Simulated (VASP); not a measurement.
Li5GaSb2, 8 atoms in the cell. Symmetry: F-43m, No. 216, cubic system. Conventional cell: a = 8.352 Å, b = 8.352 Å, c = 8.352 Å, α = 90.00°, β = 90.00°, γ = 90.00°. Within 2.3 Å of Li (site symmetry 3m) lie 1 Ga at 1.75 Å and 1 Sb at 1.87 Å. Li (site symmetry -43m) has 12 Li at 3.47 Å and 8 Sb at 3.62 Å and 6 Ga at 4.18 Å within 4.6 Å. Within 2.3 Å of Ga (site symmetry -43m) lie 4 Li at 1.75 Å. Sb (site symmetry -43m) has 16 Li at 3.45 to 3.62 Å and 4 Ga at 3.62 Å and 6 Sb at 4.18 Å within 4.5 Å. Sb (site symmetry -43m) has 4 Li at 1.87 Å within 2.5 Å. The cell was generated, and may not be a known phase.

- Program: VASP 6.6.1
- Task: relaxation of cell and atoms
- Functional: PBE
- Potentials or basis: VASP PAW PBE potentials, release 64 (Li_sv, Ga_d, Sb)
- Cutoff: 600 eV
- k mesh: 4 × 4 × 4
- Occupations: gaussian, width 0.1 eV
- Spin: no spin polarisation
- Dipole correction: no
- Further INCAR settings: ALGO = Normal; EDIFF = 1e-06; IBRION = 2; EDIFFG = -0.04; NSW = 90; ISIF = 3

Potentials or basis: VASP PAW PBE potentials, release 64 (Li_sv, Ga_d, Sb).

The run is started by

```sh
$ cat potpaw_PBE.64/Li_sv/POTCAR potpaw_PBE.64/Ga_d/POTCAR potpaw_PBE.64/Sb/POTCAR > POTCAR
$ mpirun -np 1 vasp_std > vasp.out
```

Hardware: 1 thread of Intel(R) Xeon(R) 6975P-C (Granite Rapids), on a shared host.

Estimate the wall time of this run.

It took 2.5 min on 1 thread of Intel(R) Xeon(R) 6975P-C (Granite Rapids), with other jobs on the host, peak memory 0.35 GiB. Counts: scf iterations 75, k points 8, ion steps 7.
